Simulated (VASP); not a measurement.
Wanted: the native input for a VASP 6.6.1 run.

```
Task                   : single point
Functional             : LDA
Potentials or basis    : VASP PAW LDA potentials, release 64 (Tl_d)
Cutoff                 : 520 eV
k mesh                 : 11 × 11 × 6
Occupations            : methfessel-paxton, width 0.2 eV
Spin                   : no spin polarisation
Dipole correction      : no
Further INCAR settings : ALGO = Normal; EDIFF = 1e-06; NBANDS = 20
```

The structure of Tl lies in POSCAR:

```
Tl
1.0
    3.4014029632      0.0000000000      0.0000000000
   -1.7007014816      2.9457013746      0.0000000000
    0.0000000000      0.0000000000      5.4430041633
Tl
2
Direct
    0.3333333333      0.6666666667      0.2500000000
    0.6666666667      0.3333333333      0.7500000000
```

The input as run:

INCAR

```
SYSTEM = Tl
ALGO     = Normal         ! electronic algorithm
EDIFF    = 1E-6           ! SCF threshold, eV
ENCUT    = 520            ! plane-wave cutoff, eV
GGA      = CA             ! functional
ISIF     = 2              ! what is computed and relaxed
ISMEAR   = 1              ! smearing method
LASPH    = .True.         ! aspherical terms in the spheres
LCHARG   = .False.        ! write CHGCAR
LREAL    = .False.        ! projectors in reciprocal space
LWAVE    = .False.        ! write WAVECAR
NBANDS   = 20             ! bands
NELM     = 100            ! most SCF steps
PREC     = Accurate       ! precision mode
SIGMA    = 0.2            ! smearing width, eV
```

KPOINTS

```
k-points
0
Gamma
  11 11 6
  0 0 0
```

Potentials or basis: VASP PAW LDA potentials, release 64 (Tl_d).

The run is started by

```sh
$ cat potpaw_LDA.64/Tl_d/POTCAR > POTCAR
$ mpirun -np 1 vasp_std > vasp.out
```

It gave:

- Pressure: 0.1 GPa
- Band gap on the k mesh: zero (band 13 reaches 10.48 eV, above the bottom of band 14 at 4.51 eV)

Caveat: spin-orbit coupling is left out, which moves the levels of the heavy elements.

Run time: 41 s on 1 thread of AMD EPYC 9R45 (Zen 5), with other jobs on the host, peak memory 0.15 GiB.
